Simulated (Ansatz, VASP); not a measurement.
LiNbO3: VASP beside Ansatz

```
CELL_PARAMETERS angstrom
2.56890 1.48316 4.49957
-2.56890 1.48316 4.49957
0.00000 -2.96631 4.49957
ATOMIC_POSITIONS crystal
Li 0.25000 0.25000 0.25000
Li 0.75000 0.75000 0.75000
Nb 0.00000 0.00000 0.00000
Nb 0.50000 0.50000 0.50000
O 0.12435 0.37565 0.75000
O 0.75000 0.12435 0.37565
O 0.37565 0.75000 0.12435
O 0.25000 0.87565 0.62435
O 0.87565 0.62435 0.25000
O 0.62435 0.25000 0.87565
```

Alike in both runs: task relaxation of cell and atoms; functional PBE; k mesh 6 × 6 × 6; occupations gaussian, width 0.1 eV; no spin polarisation.

```csv
,VASP,Ansatz
version,VASP 6.6.1,Ansatz 0.2.0
potentials or method,"VASP PAW PBE potentials, release 64 (Li_sv, Nb_sv, O), cutoff 600 eV","scalar-relativistic, plane waves, PAW"
valence electrons in the cell,68,68
```

Ansatz gave:

```
gap on the k mesh at the Fermi level, each at its own relaxed structure (eV) : 2.51
relaxed volume (Å³/atom)                                                     : 10.86
relaxed cell length with the largest relative difference (Å)                 : 5.498
```

Problem. Which values does VASP return?

Solution. gap on the k mesh at the Fermi level, each at its own relaxed structure (eV): 2.50; relaxed volume (Å³/atom): 10.81; relaxed cell length with the largest relative difference (Å): 5.501.

Noted on VASP's run: the cutoff is short for stress, so the pressure is rough.
